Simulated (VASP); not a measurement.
IrRh2, 3 atoms in the cell. The structure is trigonal, space group P-3m1 (No. 164). Conventional cell: a = 2.726 Å, b = 2.726 Å, c = 6.625 Å, α = 90.00°, β = 90.00°, γ = 120.00°. Ir (site symmetry -3m) has 6 Rh at 2.70 Å and 6 Ir at 2.73 Å within 3.6 Å. Within 3.6 Å of Rh (site symmetry 3m) lie 3 Ir at 2.70 Å and 9 Rh at 2.73 Å. 

* Program: VASP 6.6.1
* Task: single point
* Functional: PBE
* Potentials or basis: VASP PAW PBE potentials, release 64 (Ir, Rh_pv)
* Cutoff: 520 eV
* k mesh: 6 × 6 × 4
* Occupations: gaussian, width 0.1 eV
* Spin: collinear spin, ferromagnetic start
* Starting moments: [1.0, 1.0, 1.0] μB
* Dipole correction: no
* Further INCAR settings: ALGO = Normal; EDIFF = 1e-06; NBANDS = 30

Potentials or basis: VASP PAW PBE potentials, release 64 (Ir, Rh_pv).

The run is started by

```console
$ cat potpaw_PBE.64/Ir/POTCAR potpaw_PBE.64/Rh_pv/POTCAR > POTCAR
$ mpirun -np 1 vasp_std > vasp.out
```

Hardware: 1 thread of Intel(R) Xeon(R) Platinum 8259CL CPU @ 2.50GHz (Skylake/Cascade Lake) (shared host).

Question: How long does it take, and how much memory?

Answer: Wall time 71 s on 1 thread of Intel(R) Xeon(R) Platinum 8259CL CPU @ 2.50GHz (Skylake/Cascade Lake) (shared host), peak memory 0.19 GiB. Counts: scf iterations 14, k points 24.
